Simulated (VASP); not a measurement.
A run of VASP 6.6.1 is set up as follows.

The input INCAR:

```
  ALGO = Normal
  EDIFF = 1E-6
  ENCUT = 520
  GGA = PE
  GGA_COMPAT = False
  ISIF = 2
  ISMEAR = -1
  LASPH = True
  LCHARG = False
  LORBIT = 11
  LORBMOM = True
  LREAL = False
  LSORBIT = True
  LWAVE = False
  MAGMOM = 0 0 0 0 0 0
  NBANDS = 40
  NELM = 150
  PREC = Accurate
  SIGMA = 0.1
```

Contents of KPOINTS:

```
k-points
0
Gamma
  7 7 7
```

Contents of POSCAR:

```
Ge
1.0
    0.0000000000      2.8374270000      2.8374270000
    2.8374270000      0.0000000000      2.8374270000
    2.8374270000      2.8374270000      0.0000000000
Ge
2
Direct
    0.5000000000      0.5000000000      0.5000000000
    0.7500000000      0.7500000000      0.7500000000
```

Potentials or basis: VASP PAW PBE potentials, release 64 (Ge_d).

Run with:

```sh
$ cat potpaw_PBE.64/Ge_d/POTCAR > POTCAR
$ mpirun -np 1 vasp_ncl > vasp.out
```

Q: Estimate the net moment.

A: 0.00 μB per cell.

Q: Predict the pressure.

A: 3.0 GPa.

Moments on the atoms (μB; x, y, z):
```
Ge  0.00 0.00 0.00
Ge  0.00 0.00 0.00
```
